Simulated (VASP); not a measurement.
**Sc: single point with LDA**

The system is Sc.

```
Sc
1.0
     3.22077    0.00000    0.00000
    -1.61038    2.78927    0.00000
     0.00000    0.00000    4.96490
Sc
2
Direct
  0.33333 0.66667 0.25000
  0.66667 0.33333 0.75000
```

```yaml
Program: VASP 6.6.1
Task: single point
Functional: LDA
Potentials_or_basis: VASP PAW LDA potentials, release 64 (Sc_sv)
Cutoff: 520 eV
k_mesh: 7 × 7 × 4
Occupations: fermi-dirac, width 0.05 eV
Spin: no spin polarisation
```

```json
{
  "Pressure": "0.7 GPa",
  "Band gap on the k mesh": "zero (band 11 reaches 5.11 eV, above the bottom of band 12 at 3.54 eV)"
}
```

Levels at points of the mesh, in eV from the Fermi level:
```csv
k point,band 7,band 8,band 9,band 10,band 11,band 12,band 13,band 14
"(0.00, 0.00, 0.00)",-27.26,-27.21,-5.24,-1.77,1.05,1.64,1.64,2.02
"(0.00, 0.00, 0.50)",-27.31,-27.31,-3.55,-3.55,1.06,1.06,1.52,1.52
```

It took 12 s on 1 thread of Intel(R) Xeon(R) Platinum 8259CL CPU @ 2.50GHz (Skylake/Cascade Lake), on a shared host, peak memory 0.14 GiB.
